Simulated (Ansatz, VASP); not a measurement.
One calculation of TiAl, two programs

INCAR

```
SYSTEM = TiAl
  ALGO = Normal
  EDIFF = 1E-6
  ENCUT = 500
  GGA = PS
  GGA_COMPAT = .FALSE.
  ISIF = 2
  ISMEAR = 0
  LASPH = .TRUE.
  LCHARG = .FALSE.
  LREAL = .FALSE.
  LWAVE = .FALSE.
  NBANDS = 14
  NELM = 120
  PREC = Accurate
  SIGMA = 0.15
```

KPOINTS

```
k-points
0
G
  24 24 14
  0 0 0
```

POSCAR

```
TiAl
1.0
    2.8478212843      0.0000000000      0.0000000000
   -1.4239106421      2.4662855776      0.0000000000
    0.0000000000      0.0000000000      4.5737452934
Ti Al
1 1
Direct
    0.0000000000      0.0000000000      0.0000000000
    0.3333333333      0.6666666667      0.5000000000
```

Input for Ansatz:

```yaml
crystal:
  lattice:
    - [2.8478212843, 0.0, 0.0]
    - [-1.4239106421, 2.4662855776, 0.0]
    - [0.0, 0.0, 4.5737452934]
  atoms:
    - { symbol: Ti, position: [0.0, 0.0, 0.0] }
    - { symbol: Al, position: [0.3333333333, 0.6666666667, 0.5] }
basis:
  ecutwfc: 420
kpoints:
  mp_grid: { grid: [24, 24, 14] }
hamiltonian:
  xc: pbesol
scf:
  occupations: { method: gaussian, width: 0.15 }
output:
  forces: true
  stress: true
  eigenvalues: true
```

Change from the starting cell: strain -0.0100 x Voigt [0, 0, 1, 0, 0, 0], atoms carried along.

Alike in both runs: task single point; functional PBEsol; k mesh 24 × 24 × 14; occupations gaussian, width 0.15 eV; no spin polarisation.

|  | VASP | Ansatz |
| --- | --- | --- |
| version | VASP 6.6.1 | Ansatz 0.2.0 |
| potentials or method | VASP PAW PBE potentials, release 64 (Ti_sv, Al), cutoff 500 eV | scalar-relativistic, plane waves, PAW |
| valence electrons in the cell | 15 | 15 |

|  | VASP | Ansatz | Ansatz less VASP |
| --- | --- | --- | --- |
| gap on the k mesh at the Fermi level (eV) | none | none | - |
| pressure (GPa) | 1.3 | 1.3 | -0.01 |
| traceless stress, the component that is largest in VASP (GPa) | 1.06 | 0.98 | -0.074 |

VASP's potentials were made for PBE, not for PBEsol. A gap of «none» marks a metal or a gap that the smearing closes. With one functional, cell and mesh, what is left measures potentials, basis and numerics.
